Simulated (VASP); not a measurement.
The system is Na3CoMo.

```
CELL_PARAMETERS angstrom
4.35106 0.00000 0.00000
0.00000 4.35106 0.00000
0.00000 0.00000 4.35106
ATOMIC_POSITIONS crystal
Na 0.00000 0.50000 0.50000
Na 0.50000 0.00000 0.50000
Na 0.50000 0.50000 0.00000
Co 0.00000 0.00000 0.00000
Mo 0.50000 0.50000 0.50000
```

```yaml
Program: VASP 6.6.1
Task: relaxation of cell and atoms
Functional: PBE
Potentials_or_basis: VASP PAW PBE potentials, release 64 (Na_pv, Co, Mo_sv)
Cutoff: 600 eV
k_mesh: 4 × 4 × 4
Occupations: gaussian, width 0.1 eV
Spin: collinear spin, ferromagnetic start
Starting_moments: "[0.0, 0.0, 0.0, 2.14, 2.0] μB"
```

At the start: pressure 19.5 GPa; volume 16.47 Å³/atom.

How do energy, volume and symmetry change on relaxing?

Over 5 steps the energy falls by 1063.6 meV/atom and the volume is 37.75 Å³/atom (+129.2 %); space group Pm-3m (No. 221, to 0.1 Å) before and after; moment 4.99 μB per cell.

The path:
```csv
step,energy change (eV),largest force (eV/Å),pressure (GPa),volume (Å³)
1,0.0000,0.0000,19.54,82.37
2,-3.3776,0.0000,13.28,108.73
3,-5.2687,0.0000,-0.85,220.16
4,-5.3342,0.0000,-0.49,204.71
5,-5.3182,0.0000,0.14,188.77
```

Final structure:
```yaml
crystal:
  lattice:
    - [5.73646, 0.00000, 0.00000]
    - [0.00000, 5.73646, 0.00000]
    - [0.00000, 0.00000, 5.73646]
  atoms:
    - { symbol: Na, position: [0.00000, 0.50000, 0.50000] }
    - { symbol: Na, position: [0.50000, 0.00000, 0.50000] }
    - { symbol: Na, position: [0.50000, 0.50000, 0.00000] }
    - { symbol: Co, position: [0.00000, 0.00000, 0.00000] }
    - { symbol: Mo, position: [0.50000, 0.50000, 0.50000] }
```

Caveat: the k points lie up to 0.27 Å⁻¹ apart in the final cell; the volume moved by over 15 % at a fixed basis, so the end points are rough.
